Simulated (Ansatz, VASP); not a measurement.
## One calculation of Si5P, two programs

```
CELL_PARAMETERS angstrom
0.00000 3.58172 3.58172
3.58172 0.00000 3.58172
3.58172 3.58172 0.00000
ATOMIC_POSITIONS crystal
Si 0.37510 0.87497 0.87497
Si 0.87497 0.37510 0.87497
Si 0.87497 0.87497 0.37510
Si 0.87497 0.87497 0.87497
Si 0.50000 0.50000 0.50000
P 0.25000 0.25000 0.25000
```

Change from the starting cell: species swapped into the Be5Fe type (F-43m, No. 216).

Alike in both runs: functional PBE; k mesh 4 × 4 × 4; occupations gaussian, width 0.1 eV; no spin polarisation.

Ansatz relaxed the structure, and its values are those at the end. VASP's run is a single point on that final structure, the one shown.

```csv
,VASP,Ansatz
version,VASP 6.6.1,Ansatz 0.2.0
potentials or method,"VASP PAW PBE potentials, release 64 (Si, P), cutoff 520 eV","scalar-relativistic, plane waves, PAW"
valence electrons in the cell,25,25
```

|  | VASP | Ansatz | Ansatz less VASP |
| --- | --- | --- | --- |
| gap on the k mesh at the Fermi level (eV) | none | none | - |
| pressure (GPa) | 0.1 | 0.1 | +0.04 |

A gap of «none» marks a metal or a gap that the smearing closes.

The k mesh is coarse, so the values compare programs but aren't converged.
